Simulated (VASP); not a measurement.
Mg2C, 3 atoms in the cell. The structure is cubic, space group Fm-3m (No. 225). The conventional cell has a = 5.422 Å, b = 5.422 Å, c = 5.422 Å, α = 90.00°, β = 90.00°, γ = 90.00°. Within 3.1 Å of C (site symmetry m-3m) lie 8 Mg at 2.35 Å. Within 3.1 Å of Mg (site symmetry -43m) lie 4 C at 2.35 Å and 6 Mg at 2.71 Å. 

```yaml
Program: VASP 6.6.1
Task: single point
Functional: PBE-based screened hybrid with 50 % exact exchange
Potentials_or_basis: VASP PAW PBE potentials, release 64 (C, Mg)
Cutoff: 520 eV
k_mesh: 4 × 4 × 4
Occupations: gaussian, width 0.01 eV
Spin: no spin polarisation
Dipole_correction: no
Grid_for_exact_exchange_PRECFOCK: Normal
Share_of_exact_exchange: 0.5
Further_INCAR_settings: ALGO = Normal; EDIFF = 1e-06; NBANDS = 11
Screening_parameter: 0.1 1/Å
```

Potentials or basis: VASP PAW PBE potentials, release 64 (C, Mg).

Command:

```sh
$ cat potpaw_PBE.64/C/POTCAR potpaw_PBE.64/Mg/POTCAR > POTCAR
$ cp INCAR.step1 INCAR
$ mpirun -np 1 vasp_std > vasp.out
$ cp INCAR.step2 INCAR
$ mpirun -np 1 vasp_std > vasp.out
```

Hardware: 1 thread of Intel(R) Xeon(R) 6975P-C (Granite Rapids), on a shared host.

**Question.** How long does it take, and how much memory?

**Answer.** Run time: 83 s on 1 thread of Intel(R) Xeon(R) 6975P-C (Granite Rapids), with other jobs on the host, peak memory 0.26 GiB. Counts: k points 8.
